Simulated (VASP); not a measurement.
# W (Im-3m) in VASP: a series of runs

Runs on W. Level: PBE. Tasks: single point, relaxation of cell and atoms.

Everything below comes from runs of VASP 6.6.1. Logs are shortened: lines on timing, memory, paths and dates and some standing lists are left out, and cuts for length are marked.

### Step 1. The cell of the first run

Symmetry: Im-3m, No. 229, cubic system. The conventional cell has a = 3.183 Å, b = 3.183 Å, c = 3.183 Å, α = 90.00°, β = 90.00°, γ = 90.00°. Within 3.6 Å of W (site symmetry m-3m) lie 14 W at 2.76 to 3.18 Å.

### Step 2. Single point, PBE

File INCAR:

```
ALGO     = Normal         # electronic algorithm
EDIFF    = 1E-6           # SCF threshold, eV
ENCUT    = 520            # plane-wave cutoff, eV
GGA      = PE             # functional
ISIF     = 2              # what is computed and relaxed
ISMEAR   = -1             # smearing method
LASPH    = T              # aspherical terms in the spheres
LCHARG   = F              # write CHGCAR
LREAL    = F              # projectors in reciprocal space
LWAVE    = F              # write WAVECAR
NBANDS   = 13             # bands
NELM     = 100            # most SCF steps
PREC     = Accurate       # precision mode
SIGMA    = 0.05           # smearing width, eV
```

File KPOINTS:

```
k-points
0
Gamma
  19 19 19
```

File POSCAR:

```
W
1.0
   -1.5915965057      1.5915965057      1.5915965057
    1.5915965057     -1.5915965057      1.5915965057
    1.5915965057      1.5915965057     -1.5915965057
W
1
Direct
    0.0000000000      0.0000000000      0.0000000000
```

Potentials or basis: VASP PAW PBE potentials, release 64 (W_sv).

Started as:

```bash
> cat potpaw_PBE.64/W_sv/POTCAR > POTCAR
> mpirun -np 1 vasp_std > vasp.out
```

OUTCAR:

```text
EDIFF = 1E-6
   ENCUT = 520
   GGA = PE
   ISIF = 2
   ISMEAR = -1
   LASPH = T
   LREAL = F
   NELM = 100
   PREC = Accurate

 ion  position               nearest neighbor table
   1  0.000  0.000  0.000-

  LATTYP: Found a body centered cubic cell.
 ALAT       =     3.1831930114

  Lattice vectors:

 A1 = (  -1.5915965057,   1.5915965057,   1.5915965057)
 A2 = (   1.5915965057,  -1.5915965057,   1.5915965057)
 A3 = (   1.5915965057,   1.5915965057,  -1.5915965057)

Analysis of symmetry for initial positions (statically):
=====================================================================
 Subroutine PRICEL returns:
 Original cell was already a primitive cell.

 Routine SETGRP: Setting up the symmetry group for a
 body centered cubic supercell.

 Subroutine GETGRP returns: Found 48 space group operations
[... 9 lines left out ...]

 Routine SETGRP: Setting up the symmetry group for a
 body centered cubic supercell.

 Subroutine GETGRP returns: Found 48 space group operations
[... 11 lines left out ...]
                                     Primitive cell

  volume of cell :      16.1272

  direct lattice vectors                    reciprocal lattice vectors
    -1.591596506  1.591596506  1.591596506     0.000000000  0.314149973  0.314149973
     1.591596506 -1.591596506  1.591596506     0.314149973  0.000000000  0.314149973
     1.591596506  1.591596506 -1.591596506     0.314149973  0.314149973  0.000000000

  length of vectors
     2.756726013  2.756726013  2.756726013     0.444275153  0.444275153  0.444275153

  position of ions in fractional coordinates (direct lattice)
     0.000000000  0.000000000  0.000000000

  ion indices of the primitive-cell ions
   primitive index   ion index
                 1           1

----------------------------------------------------------------------------------------

 KPOINTS: k-points

Automatic generation of k-mesh.
 Grid dimensions read from file:
 generate k-points for:   19   19   19

 Generating k-lattice:

  Cartesian coordinates                     Fractional coordinates (reciprocal lattice)
     0.000000000  0.016534209  0.016534209     0.052631579  0.000000000  0.000000000
     0.016534209  0.000000000  0.016534209     0.000000000  0.052631579  0.000000000
     0.016534209  0.016534209  0.000000000     0.000000000  0.000000000  0.052631579

  Length of vectors
     0.023382903  0.023382903  0.023382903

  Shift w.r.t. Gamma in fractional coordinates (k-lattice)
     0.000000000  0.000000000  0.000000000

 Subroutine IBZKPT returns following result:
 ===========================================

 Found    220 irreducible k-points:

 Following reciprocal coordinates:
            Coordinates               Weight
  0.000000  0.000000  0.000000      1.000000
  0.052632  0.000000  0.000000     12.000000
  0.105263  0.000000  0.000000     12.000000
  0.157895  0.000000  0.000000     12.000000
  0.210526  0.000000  0.000000     12.000000
  0.263158  0.000000  0.000000     12.000000
[... 16 lines left out ...]
  0.263158  0.105263  0.000000     48.000000
  0.315789  0.105263  0.000000     48.000000
 [... further k-points ...]
   k-points           NKPTS =    220   k-points in BZ     NKDIM =    220   number of bands    NBANDS=     13
   number of dos      NEDOS =    301   number of ions     NIONS =      1
   total plane-waves  NPLWV =  13824
   dimension x,y,z NGX =    24 NGY =   24 NGZ =   24
   dimension x,y,z NGXF=    48 NGYF=   48 NGZF=   48
   ions per type =               1
   NGX,Y,Z   is equivalent  to a cutoff of  14.47, 14.47, 14.47 a.u.
   NGXF,Y,Z  is equivalent  to a cutoff of  28.95, 28.95, 28.95 a.u.
 SYSTEM =  unknown system
   PREC   = accura    normal or accurate (medium, high low for compatibility)
   ISTART =      0    job   : 0-new  1-cont  2-samecut
   ICHARG =      2    charge: 1-file 2-atom 10-const
   ISPIN  =      1    spin polarized calculation?
   LNONCOLLINEAR =      F non collinear calculations
   LSORBIT =      F    spin-orbit coupling
   LASPH  =      T    aspherical Exc in radial PAW
   ENCUT  =  520.0 eV  38.22 Ry    6.18 a.u.   5.13  5.13  5.13*2*pi/ulx,y,z
   NELM   =    100;   NELMIN=  2; NELMDL= -5     # of ELM steps
   EDIFF  = 0.1E-05   stopping-criterion for ELM
   LREAL  =      F    real-space projection
   EDIFFG = 0.1E-04   stopping-criterion for IOM
   NSW    =      0    number of steps for IOM
   IBRION =     -1    ionic relax: 0-MD 1-quasi-New 2-CG
   NFREE  =      0    steps in history (QN), initial steepest desc. (CG)
   ISIF   =      2    stress and relaxation
   ISYM   =      2    0-nonsym 1-usesym 2-fastsym
   POTIM  = 0.5000    time-step for ionic-motion
   TEBEG  =    0.0;   TEEND  =   0.0 temperature during run
   PSTRESS=    0.0 pullay stress
   NELECT =      14.0000    total number of electrons
   NUPDOWN=      -1.0000    fix difference up-down
   EMIN   =  10.00;   EMAX   =-10.00  energy-range for DOS
   EFERMI =   0.00;   METHOD = LEGACY
   ISMEAR =    -1;   SIGMA  =   0.05  broadening in eV -4-tet -1-fermi 0-gaus
   EFERMI_NEDOS =   21; number of points for ismear=-14 and -15
   IALGO  =     38    algorithm
   IMIX   =      4    mixing-type and parameters
     AMIX     =   0.40;   BMIX     =  1.00
     AMIX_MAG =   1.60;   BMIX_MAG =  1.00
  volume/ion in A,a.u.               =      16.13       108.83
  Fermi-wavevector in a.u.,A,eV,Ry     =   1.561701  2.951187 33.183382  2.438910
  Thomas-Fermi vector in A             =   2.664728
   LORBIT       =      0    0 simple, 1 ext, 2 COOP (PROOUT), +10 PAW based schemes
   GGA     = PE    functional components
   LHFCALC =     F    Hartree Fock is set to
   AEXX    =    0.0000 exact exchange contribution
   IVDW    =     0    specifies the selected vdW correction
   LEPSILON=     F    determine dielectric tensor
   LRPA    =     F    only Hartree local field effects (RPA)
 non-spin polarized calculation
  energy-cutoff  :      520.00
  volume of cell :       16.13
 maximum number of plane-waves:       448
 NGX is ok and might be reduce to    24
   NGX = 11   NGY = 11   NGZ = 11

 number of electron      14.0000002 magnetization

 Free energy of the ion-electron system (eV)
  ---------------------------------------------------
  ext. energy  EPLUGINS =         0.00000000
  ---------------------------------------------------
  free energy    TOTEN  =       -12.95765975 eV

  energy without entropy =      -12.95418116  energy(sigma->0) =      -12.95592045

 E-fermi :  11.1603     XC(G=0): -13.5428

 val. band max:       11.1406743536   @ k =  -0.3158   0.3684   0.2632
 cond. band min:      11.1674749616   @ k =  -0.3158   0.3158   0.2105
 fundamental gap:      0.0268006080
 Fermi energy:        11.1602842966

 k-point     1 :       0.0000    0.0000    0.0000
  band No.  band energies     occupation
      1     -63.0069      2.00000
      2     -26.5939      2.00000
      3     -26.5939      2.00000
      4     -26.5939      2.00000
      5       1.6540      2.00000
      6       9.9974      2.00000
      7       9.9974      2.00000
      8       9.9974      2.00000
      9      13.4181      0.00000
     10      13.4181      0.00000
     11      25.6729      0.00000
     12      25.6729      0.00000
     13      25.6729      0.00000

 k-point     2 :       0.0526    0.0000    0.0000
  band No.  band energies     occupation
      1     -63.0036      2.00000
      2     -26.6295      2.00000
      3     -26.6051      2.00000
      4     -26.5941      2.00000
      5       1.7859      2.00000
      6       9.9170      2.00000
      7       9.9799      2.00000
      8      10.1240      2.00000
      9      13.2881      0.00000
     10      13.4188      0.00000
     11      25.7859      0.00000
     12      25.8974      0.00000
     13      25.9958      0.00000

 k-point     3 :       0.1053    0.0000    0.0000
  band No.  band energies     occupation
      1     -62.9939      2.00000
      2     -26.7315      2.00000
      3     -26.6371      2.00000
      4     -26.5945      2.00000
      5       2.1689      2.00000
      6       9.6931      2.00000
      7       9.9054      2.00000
      8      10.5005      2.00000
      9      12.9985      0.00000
     10      13.4267      0.00000
     11      26.0750      0.00000
     12      26.5527      0.00000
     13      26.8334      0.00000

 k-point     4 :       0.1579    0.0000    0.0000
  band No.  band energies     occupation
      1     -62.9790      2.00000
      2     -26.8865      2.00000
      3     -26.6864      2.00000
      4     -26.5953      2.00000
      5       2.7619      2.00000
      6       9.3688      2.00000
      7       9.7344      2.00000
      8      11.1153      1.42211
      9      12.7598      0.00000
     10      13.4561      0.00000
     11      26.3577      0.00000
     12      27.5909      0.00000
     13      27.7866      0.00000

 k-point     5 :       0.2105    0.0000    0.0000
  band No.  band energies     occupation
      1     -62.9603      2.00000
      2     -27.0752      2.00000
      3     -26.7471      2.00000
      4     -26.5962      2.00000
      5       3.4863      2.00000
      6       8.9962      2.00000
      7       9.4988      2.00000
      8      11.9484      0.00000
      9      12.7135      0.00000
     10      13.5227      0.00000
     11      26.2875      0.00000
     12      28.0822      0.00000
     13      28.9518      0.00000
[... 257 lines left out ...]
 k-point    22 :       0.2105    0.1053    0.0000
  band No.  band energies     occupation
      1     -62.9336      2.00000
      2     -27.3079      2.00000
      3     -26.8190      2.00000
      4     -26.6422      2.00000
      5       4.5451      2.00000
      6       8.6305      2.00000
      7       9.0182      2.00000
      8      12.5118      0.00000
      9      13.5179      0.00000
     10      13.9425      0.00000
     11      25.8595      0.00000
     12      27.2747      0.00000
     13      29.7929      0.00000

 k-point    23 :       0.2632    0.1053    0.0000
  band No.  band energies     occupation
      1     -62.9148      2.00000
      2     -27.4719      2.00000
      3     -26.8929      2.00000
      4     -26.6453      2.00000
      5       5.1084      2.00000
      6       8.3137      2.00000
      7       9.1445      2.00000
      8      12.7528      0.00000
      9      14.0644      0.00000
     10      14.7153      0.00000
     11      24.6822      0.00000
     12      26.1014      0.00000
     13      30.5888      0.00000

 k-point    24 :       0.3158    0.1053    0.0000
  band No.  band energies     occupation
      1     -62.8985      2.00000
      2     -27.6101      2.00000
      3     -26.9571      2.00000
      4     -26.6474      2.00000
      5       5.3754      2.00000
      6       8.0679      2.00000
      7       9.6511      2.00000
      8      13.0347      0.00000
      9      14.1882      0.00000
     10      15.9353      0.00000
     11      23.5063      0.00000
     12      24.7764      0.00000
     13      29.3287      0.00000

 [... further k-points ...]
[... 5 lines left out ...]
  --------------------------------------------------------------------------------------
  -------------------------------------------------------------------------------------
  Total        0.0505355      0.0505355      0.0505355      0.0000000      0.0000000      0.0000000
  in kB        5.0205153      5.0205153      5.0205153      0.0000000      0.0000000      0.0000000
  external PRESSURE =       5.0205153 kB  Pullay stress =       0.0000000 kB

 VOLUME and BASIS-vectors are now :
 -----------------------------------------------------------------------------
  energy-cutoff  :      520.00
  volume of cell :       16.13
      direct lattice vectors                 reciprocal lattice vectors
    -1.591596506  1.591596506  1.591596506     0.000000000  0.314149973  0.314149973
     1.591596506 -1.591596506  1.591596506     0.314149973  0.000000000  0.314149973
     1.591596506  1.591596506 -1.591596506     0.314149973  0.314149973  0.000000000

 POSITION                                       TOTAL-FORCE (eV/Angst)
 -----------------------------------------------------------------------------------
      0.00000      0.00000      0.00000        -0.000000      0.000000     -0.000000
 -----------------------------------------------------------------------------------
    total drift:                                0.000000      0.000000     -0.000000

  FREE ENERGIE OF THE ION-ELECTRON SYSTEM (eV)
  ---------------------------------------------------
  free  energy   TOTEN  =       -12.9576597493 eV

  energy  without entropy=      -12.9541811605  energy(sigma->0) =      -12.95592045
```

Run time: 28 s. Hardware: 1 thread of Intel Xeon Platinum 8488C (Sapphire Rapids), shared host; peak memory 0.17 GiB.

Results:

```yaml
Free_energy: -12.9577 eV
Pressure: 0.5 GPa
Band_gap_on_the_k_mesh: zero (band 7 reaches 15.91 eV, above the bottom of band 8 at 10.00 eV)
```

Caveat: spin-orbit coupling is left out, which moves the levels of the heavy elements.

### Step 3. Single point, PBE

File INCAR:

```
SYSTEM = W
PREC = Accurate
ENCUT = 520
EDIFF = 1E-6
ISMEAR = -1
SIGMA = 0.05
LREAL = .FALSE.
LASPH = .TRUE.
NELM = 100
ALGO = Normal
ISIF = 2
LWAVE = .FALSE.
LCHARG = .TRUE.
GGA = PE
LELF = .TRUE.
LVHAR = .TRUE.
NBANDS = 13
```

File KPOINTS:

```
regular mesh
0
G
  19 19 19
  0 0 0
```

POSCAR is that of step 2.

Potentials or basis: VASP PAW PBE potentials, release 64 (W_sv).

Started as:

```bash
> cat potpaw_PBE.64/W_sv/POTCAR > POTCAR
> mpirun -np 1 vasp_std > vasp.out
```

Run time: 21 s. Hardware: 1 thread of Intel Xeon Platinum 8488C (Sapphire Rapids), shared host; peak memory 0.17 GiB.

It converged, with:

```
Free energy            : -12.9577 eV
Pressure               : 0.5 GPa
Band gap on the k mesh : zero (band 7 reaches 15.91 eV, above the bottom of band 8 at 10.00 eV)
```

Levels at points of the mesh, in eV from the Fermi level:
```
           k point  band 5  band 6  band 7  band 8  band 9  band 10
(0.00, 0.00, 0.00)   -9.51   -1.16   -1.16   -1.16    2.26     2.26
```

Caveat: spin-orbit coupling is left out, which moves the levels of the heavy elements.

### Step 4. Relaxation of cell and atoms, PBE

File INCAR:

```
PREC = Accurate
ENCUT = 600
EDIFF = 1E-6
ISMEAR = -1
SIGMA = 0.05
LREAL = False
LASPH = True
NELM = 100
ALGO = Normal
ISIF = 3
LWAVE = False
LCHARG = False
GGA = PE
IBRION = 2
NSW = 60
EDIFFG = -0.005
```

File KPOINTS:

```
regular mesh
0
Gamma
  19 19 19
```

File POSCAR:

```
W
1.0
   -1.5921819128      1.5921819128      1.5921819128
    1.5921819128     -1.5921819128      1.5921819128
    1.5921819128      1.5921819128     -1.5921819128
W
1
Direct
    0.0000000000      0.0000000000      0.0000000000
```

Potentials or basis: VASP PAW PBE potentials, release 64 (W_sv).

Started as:

```bash
> cat potpaw_PBE.64/W_sv/POTCAR > POTCAR
> mpirun -np 1 vasp_std > vasp.out
```

OUTCAR:

```text
PREC = Accurate
   ENCUT = 600
   EDIFF = 1E-6
   ISMEAR = -1
   LREAL = False
   LASPH = True
   NELM = 100
   ISIF = 3
   GGA = PE
   IBRION = 2
   NSW = 60
   EDIFFG = -0.005

 ion  position               nearest neighbor table
   1  0.000  0.000  0.000-

  LATTYP: Found a body centered cubic cell.
 ALAT       =     3.1843638256

  Lattice vectors:

 A1 = (  -1.5921819128,   1.5921819128,   1.5921819128)
 A2 = (   1.5921819128,  -1.5921819128,   1.5921819128)
 A3 = (   1.5921819128,   1.5921819128,  -1.5921819128)

Analysis of symmetry for initial positions (statically):
=====================================================================
 Subroutine PRICEL returns:
 Original cell was already a primitive cell.

[... 251 lines left out ...]
 cond. band min:      11.1414218646   @ k =  -0.3158   0.3158   0.2105
 fundamental gap:      0.0268768752
 Fermi energy:        11.1336117392

 k-point     1 :       0.0000    0.0000    0.0000
  band No.  band energies     occupation
      1     -63.0356      2.00000
      2     -26.6252      2.00000
      3     -26.6252      2.00000
      4     -26.6252      2.00000
      5       1.6383      2.00000
      6       9.9740      2.00000
      7       9.9740      2.00000
      8       9.9740      2.00000
      9      13.3875      0.00000
     10      13.3875      0.00000
     11      25.6427      0.00000
[... 309 lines left out ...]
 k-point    24 :       0.3158    0.1053   -0.0000
  band No.  band energies     occupation
      1     -62.9281      2.00000
      2     -27.6352      2.00000
      3     -26.9863      2.00000
      4     -26.6783      2.00000
      5       5.3580      2.00000
      6       8.0493      2.00000
      7       9.6253      2.00000
      8      13.0044      0.00000
      9      14.1547      0.00000
     10      15.8970      0.00000
     11      23.4598      0.00000

 [... further k-points ...]
[... 5 lines left out ...]
  --------------------------------------------------------------------------------------
  -------------------------------------------------------------------------------------
  Total        0.0004193      0.0004193      0.0004193      0.0000000      0.0000000      0.0000000
  in kB        0.0415786      0.0415786      0.0415786      0.0000000      0.0000000      0.0000000
  external PRESSURE =       0.0415786 kB  Pullay stress =       0.0000000 kB
[... 16 lines left out ...]
  FREE ENERGIE OF THE ION-ELECTRON SYSTEM (eV)
  ---------------------------------------------------
  free  energy   TOTEN  =       -12.9579296006 eV

  energy  without entropy=      -12.9544293348  energy(sigma->0) =      -12.95617947

 reached required accuracy - stopping structural energy minimisation
```

CONTCAR:

```text
W
   1.00000000000000
    -1.5925627835134073    1.5925627835134073    1.5925627835134073
     1.5925627835134073   -1.5925627835134073    1.5925627835134073
     1.5925627835134073    1.5925627835134073   -1.5925627835134073
  W
     1
Direct
     0.0000000000000000    0.0000000000000000    0.0000000000000000

  0.00000000E+00  0.00000000E+00  0.00000000E+00
```

Run time: 35 s. Hardware: 1 thread of Intel Xeon Platinum 8488C (Sapphire Rapids), shared host; peak memory 0.18 GiB.

Results:

```yaml
Free_energy: -12.9579 eV
Relaxed_volume: 16.16 Å³/atom
Relaxed_cell: a = 2.758 Å, b = 2.758 Å, c = 2.758 Å, α = 109.47°, β = 109.47°, γ = 109.47°
Space_group_after_relaxing_to_0.05_Å: Im-3m (No. 229)
Energy_gained_by_relaxing: 0.0 meV/atom
Ionic_steps: 3
Pressure_after_relaxing: 0.0 GPa
Band_gap_on_the_k_mesh: zero (band 7 reaches 15.87 eV, above the bottom of band 8 at 9.97 eV)
```

Final structure:
```xyz
1
Lattice="-1.5926 1.5926 1.5926 1.5926 -1.5926 1.5926 1.5926 1.5926 -1.5926" Properties=species:S:1:pos:R:3 pbc="T T T"
W     0.0000    0.0000    0.0000
```

Levels at points of the mesh, in eV from the Fermi level:
| k point | band 4 | band 5 | band 6 | band 7 | band 8 | band 9 | band 10 | band 11 |
| --- | --- | --- | --- | --- | --- | --- | --- | --- |
| (0.00, 0.00, 0.00) | -37.76 | -9.50 | -1.16 | -1.16 | -1.16 | 2.25 | 2.25 | 14.51 |

Caveat: spin-orbit coupling is left out, which moves the levels of the heavy elements.

### Step 5. Single point, PBE (volume scaled by 0.4)

File INCAR:

```
ALGO = Normal ; EDIFF = 1E-6
ENCUT = 520 ; GGA = PE
ISIF = 2 ; ISMEAR = -1
LASPH = T ; LCHARG = F
LREAL = F ; LWAVE = F
NBANDS = 13 ; NELM = 60
PREC = Accurate ; SIGMA = 0.05
```

File KPOINTS:

```
k-points
0
Gamma
  19 19 19
```

File POSCAR:

```
W
1.0
   -1.1726983320      1.1726983320      1.1726983320
    1.1726983320     -1.1726983320      1.1726983320
    1.1726983320      1.1726983320     -1.1726983320
W
1
Direct
    0.0000000000      0.0000000000      0.0000000000
```

Started as:

```bash
> cat potpaw_PBE.64/W_sv/POTCAR > POTCAR
> mpirun -np 1 vasp_std > vasp.out
```

It took 4 s on 1 thread of Intel Xeon 6975P-C (Granite Rapids), shared host; peak memory 0.13 GiB.

The run converged, but its numbers aren't listed here, since they failed a check.

Caveat: the cell differs from its parent crystal (volume scaled by 0.4); spin-orbit coupling is left out, which moves the levels of the heavy elements.
